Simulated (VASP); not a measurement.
Runs of VASP 6.6.1 on SnSe. The structure is that of space group Pm-3m (No. 221), or close to it. The cells are those of the table. 

```csv
cell,gap on the mesh (eV),pressure (GPa)
"a = 3.429 Å, 2 atoms",none,14.0
"a = 3.483 Å, 2 atoms",none,9.3
"a = 3.535 Å, 2 atoms",none,5.4
"a = 3.634 Å, 2 atoms",none,0.1
"a = 3.374 Å, 2 atoms",none,(b)
"a = 3.682 Å, 2 atoms",none,(a)
"a = 3.585 Å, 2 atoms",none,2.4
```

Alike in all rows: task single point; level r2SCAN+D3(BJ); potentials or basis VASP PAW PBE potentials, release 64 (Se, Sn_d); no spin polarisation; k mesh 10 × 10 × 10; cutoff (eV) 520; smearing gaussian 0.05 eV.

Question: Fill in the values left out.

Answer: (a) -1.7; (b) 20.6.

Caveats: the PAW data sets were made with another functional, which shifts forces and pressure a little; spin-orbit coupling is left out, which moves the levels of the heavy elements; the cell stands under pressure (at least some runs).

A k mesh can miss the band edges, and the runs leave out spin-orbit coupling on Se, Sn.

A gap of «none» marks levels without a gap at the run's occupations.
